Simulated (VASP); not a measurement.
Set up this calculation in VASP 6.6.1, as the native input.

| Quantity | Value |
| --- | --- |
| Task | single point |
| Functional | r2SCAN |
| Potentials or basis | VASP PAW PBE potentials, release 64 (Mn_pv, S) |
| Cutoff | 520 eV |
| k mesh | 6 × 6 × 6 |
| Occupations | gaussian, width 0.05 eV |
| Spin | collinear spin, ferromagnetic start |
| Starting moments | [4.9, 0.2] μB |
| Dipole correction | no |
| Further INCAR settings | ALGO = Normal; EDIFF = 1e-07; NBANDS = 20 |

The system is MnS.

```xyz
2
Lattice="0.0000 2.6122 2.6122 2.6122 0.0000 2.6122 2.6122 2.6122 0.0000" Properties=species:S:1:pos:R:3 pbc="T T T"
Mn    0.0000    0.0000    0.0000
S     2.6122    2.6122    2.6122
```

The input as run:

POSCAR

```
MnS
1.0
    0.0000000000      2.6122498900      2.6122498900
    2.6122498900      0.0000000000      2.6122498900
    2.6122498900      2.6122498900      0.0000000000
Mn S
1 1
Direct
    0.0000000000      0.0000000000      0.0000000000
    0.5000000000      0.5000000000      0.5000000000
```

INCAR.step1

```
SYSTEM = MnS
  ALGO = Normal
  EDIFF = 1E-4
  ENCUT = 520
  GGA = PE
  ISMEAR = 0
  ISPIN = 2
  LASPH = .TRUE.
  LCHARG = .FALSE.
  LMAXMIX = 4
  LREAL = .FALSE.
  LWAVE = .TRUE.
  MAGMOM = 4.9 0.2
  NBANDS = 20
  NELM = 150
  PREC = Accurate
  SIGMA = 0.05
```

INCAR.step2

```
SYSTEM = MnS
  ALGO = Normal
  EDIFF = 1E-7
  ENCUT = 520
  ISIF = 2
  ISMEAR = 0
  ISPIN = 2
  ISTART = 1
  LASPH = .TRUE.
  LCHARG = .FALSE.
  LMAXMIX = 4
  LMIXTAU = .TRUE.
  LORBIT = 11
  LREAL = .FALSE.
  LWAVE = .FALSE.
  MAGMOM = 4.9 0.2
  METAGGA = R2SCAN
  NBANDS = 20
  NELM = 150
  PREC = Accurate
  SIGMA = 0.05
```

KPOINTS

```
k-points
0
G
  6 6 6
  0 0 0
```

Potentials or basis: VASP PAW PBE potentials, release 64 (Mn_pv, S).

The run is started by

```console
$ cat potpaw_PBE.64/Mn_pv/POTCAR potpaw_PBE.64/S/POTCAR > POTCAR
$ cp INCAR.step1 INCAR
$ mpirun -np 1 vasp_std > vasp.out
$ cp INCAR.step2 INCAR
$ mpirun -np 1 vasp_std > vasp.out
```

It gave:

| Property | Result |
| --- | --- |
| Pressure | -0.4 GPa |
| Band gap on the k mesh | zero (filled and empty bands overlap) |
| Net moment | 4.97 μB per cell |
| Site moments | Mn +4.50; S +0.14 μB |
| Valence electrons inside the program's atomic spheres | Mn 11.27; S 3.79 |

Caveat: the PAW data sets were made with another functional, which shifts forces and pressure a little; a cell with one magnetic atom can't hold antiferromagnetic order, which such compounds often take; semilocal functionals often make such compounds metallic where correlation or magnetic order opens a gap, which also shifts bond lengths.

Run time: 47 s on 1 thread of Intel(R) Xeon(R) 6975P-C (Granite Rapids) (shared host), peak memory 0.19 GiB.
